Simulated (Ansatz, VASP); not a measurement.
# One calculation of WS2, two programs

```
W S
1.0
     3.18352    0.00000    0.00000
    -1.59176    2.75701    0.00000
     0.00000    0.00000   16.95058
W S
1 2
Cartesian
  0.0000 0.0000 0.0000
  0.0000 1.8380 1.5595
  0.0000 1.8380 15.3911
```

Alike in both runs: task relaxation of cell and atoms; functional BLYP; dispersion D4; k mesh 10 × 10 × 2; occupations fermi-dirac, width 0.05 eV; no spin polarisation.

|  | VASP | Ansatz |
| --- | --- | --- |
| version | VASP 6.6.1 | Ansatz 0.2.0 |
| potentials or method | VASP PAW PBE potentials, release 64 (W_sv, S) | Ansatz PAW |
| plane-wave cutoff (eV) | 600 | 420 |
| valence electrons in the cell | 26 | 26 |

VASP gave:

- relaxed volume (Å³/atom): 50.58
- relaxed length of the cell vector where the two differ most in proportion (Å): 17.089

Which values does Ansatz return?

Relaxed volume (Å³/atom): 50.04; relaxed length of the cell vector where the two differ most in proportion (Å): 16.938.

VASP's potentials were made for PBE, not for BLYP.

Spin-orbit coupling is off throughout. Noted on Ansatz's run: the plane-wave basis is chosen anew once the cell has moved, so the energies of steps on either side of that aren't comparable.
